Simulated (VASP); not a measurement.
BAs, 2 atoms in the cell. It takes space group F-43m (No. 216, cubic). Conventional cell: a = 4.777 Å, b = 4.777 Å, c = 4.777 Å, α = 90.00°, β = 90.00°, γ = 90.00°. As (site symmetry -43m) has 4 B at 2.07 Å within 2.7 Å. B (site symmetry -43m) has 4 As at 2.07 Å within 2.7 Å. 

```yaml
Program: VASP 6.6.1
Task: elastic constants
Functional: PBEsol
Potentials_or_basis: VASP PAW PBE potentials, release 64 (As, B)
Cutoff: 600 eV
k_mesh: 7 × 7 × 7
Occupations: fermi-dirac, width 0.05 eV
Spin: no spin polarisation
Dipole_correction: no
Ions_in_elastic_constants: relaxed
Further_INCAR_settings: ALGO = Normal; EDIFF = 1e-08; NBANDS = 11; IBRION = 6; POTIM = 0.015; NSW = 1; ISIF = 3
```

Potentials or basis: VASP PAW PBE potentials, release 64 (As, B).

Launch:

```sh
$ cat potpaw_PBE.64/As/POTCAR potpaw_PBE.64/B/POTCAR > POTCAR
$ mpirun -np 1 vasp_std > vasp.out
```

Hardware: 1 thread of Intel(R) Xeon(R) 6975P-C (Granite Rapids), with other jobs on the host.

**Question.** How long does it take, and how much memory?

**Answer.** It took 120 s on 1 thread of Intel(R) Xeon(R) 6975P-C (Granite Rapids) (shared host), peak memory 0.21 GiB. Counts: scf iterations 152, k points 20.
